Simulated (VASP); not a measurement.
Na7H8 (a cell with a defect), 15 atoms in the cell. The cell holds a defect, 15 atoms: a = 6.914 Å, b = 6.914 Å, c = 6.914 Å, α = 60.00°, β = 60.00°, γ = 60.00°. 

- Program: VASP 6.6.1
- Task: single point
- Functional: PBE
- Potentials or basis: VASP PAW PBE potentials, release 64 (Na_pv, H)
- Cutoff: 520 eV
- k mesh: 3 × 3 × 3
- Occupations: gaussian, width 0.1 eV
- Spin: no spin polarisation
- Dipole correction: no
- Further INCAR settings: LREAL = Auto; ALGO = Normal; EDIFF = 1e-06; NBANDS = 42

Potentials or basis: VASP PAW PBE potentials, release 64 (Na_pv, H).

Run with:

```sh
$ cat potpaw_PBE.64/Na_pv/POTCAR potpaw_PBE.64/H/POTCAR > POTCAR
$ mpirun -np 1 vasp_std > vasp.out
```

Hardware: 1 thread of AMD EPYC 9R45 96-Core Processor (Zen 5), with other jobs on the host.

Task: How long does it take, and how much memory?

Result: It took 2.9 min on 1 thread of AMD EPYC 9R45 96-Core Processor (Zen 5), on a shared host, peak memory 0.36 GiB. Counts: scf iterations 15, k points 14.
